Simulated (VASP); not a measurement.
Runs of VASP 6.6.1 on Al. The structure is that of space group Fm-3m (No. 225), or close to it. The cells are those of the table. 

```csv
cell,gap on the mesh (eV),pressure (GPa)
"a = 2.864 Å, angles 60.0°, 1 atom",none,-0.5
"a = 2.892 Å, angles 60.0°, 1 atom",none,(b)
"a = 2.805 Å, angles 60.0°, 1 atom",none,(a)
"a = 2.920 Å, angles 60.0°, 1 atom",none,-4.4
"a = 2.835 Å, angles 60.0°, 1 atom",none,2.1
```

Alike in all rows: task single point; level PBE; potentials or basis VASP PAW PBE potentials, release 64 (Al); no spin polarisation; k mesh 11 × 11 × 11; cutoff (eV) 520; smearing gaussian 0.1 eV.

Problem. Fill in the values left out.

Solution. (a) 5.0; (b) -2.6.

A gap of «none» marks levels without a gap at the run's occupations.
